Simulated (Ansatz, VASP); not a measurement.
# Two plane-wave programs on Sr3Al2O

INCAR

```
SYSTEM = Sr3Al2O
PREC = Accurate ; ENCUT = 600
EDIFF = 1E-6 ; ISMEAR = 0
SIGMA = 0.1 ; LREAL = .FALSE.
LASPH = .TRUE. ; NELM = 100
ALGO = Normal ; ISIF = 3
LWAVE = .FALSE. ; LCHARG = .FALSE.
GGA = PE ; IBRION = 2
NSW = 90 ; EDIFFG = -0.04
```

File KPOINTS:

```
regular mesh
0
G
  6 6 4
  0 0 0
```

File POSCAR:

```
Sr3Al2O
1.0
    4.2105845300      0.0000000000      0.0000000000
   -2.1052922600      3.6464731700      0.0000000000
    0.0000000000      0.0000000000      7.3399737300
Sr Al O
3 2 1
Direct
    0.6666666700      0.3333333300      0.3529343000
    0.3333333300      0.6666666700      0.6470657000
    0.0000000000      0.0000000000      0.5000000000
    0.6666666700      0.3333333300      0.6902344200
    0.3333333300      0.6666666700      0.3097655800
    0.0000000000      0.0000000000      0.0000000000
```

Input for Ansatz:

```yaml
crystal:
  lattice:
    - [4.21058453, 0.0, 0.0]
    - [-2.10529226, 3.64647317, 0.0]
    - [0.0, 0.0, 7.33997373]
  atoms:
    - { symbol: Sr, position: [0.66666667, 0.33333333, 0.3529343] }
    - { symbol: Sr, position: [0.33333333, 0.66666667, 0.6470657] }
    - { symbol: Sr, position: [0.0, 0.0, 0.5] }
    - { symbol: Al, position: [0.66666667, 0.33333333, 0.69023442] }
    - { symbol: Al, position: [0.33333333, 0.66666667, 0.30976558] }
    - { symbol: O, position: [0.0, 0.0, 0.0] }
basis:
  ecutwfc: 420
kpoints:
  mp_grid: { grid: [6, 6, 4] }
hamiltonian:
  xc: pbe
scf:
  occupations: { method: gaussian, width: 0.1 }
  lower_state_search: "off"
output:
  forces: true
  stress: true
  eigenvalues: true
relax:
  adjacent_minimum: "off"
  f_tol: 0.04
  max_steps: 70
  cell: { stress_tol: 0.4 }
```

Change from the starting cell: species swapped into the Eu2H3Br type (P-3m1, No. 164).

Alike in both runs: task relaxation of cell and atoms; functional PBE; k mesh 6 × 6 × 4; occupations gaussian, width 0.1 eV; no spin polarisation.

|  | VASP | Ansatz |
| --- | --- | --- |
| version | VASP 6.6.1 | Ansatz 0.2.0 |
| potentials or method | VASP PAW PBE potentials, release 64 (Sr_sv, Al, O), cutoff 600 eV | scalar-relativistic, plane waves, PAW |
| valence electrons in the cell | 42 | 42 |

VASP gave:

| Quantity | Value |
| --- | --- |
| gap on the k mesh at the Fermi level, each at its own relaxed structure (eV) | 0.17 |
| relaxed volume (Å³/atom) | 25.96 |
| relaxed cell length with the largest relative difference (Å) | 5.063 |

Q: Which values does Ansatz return?

A: gap on the k mesh at the Fermi level, each at its own relaxed structure (eV): 0.16; relaxed volume (Å³/atom): 25.90; relaxed cell length with the largest relative difference (Å): 5.054.

Noted on VASP's run: the volume moved by over 15 % at a fixed basis, so the end points are rough.
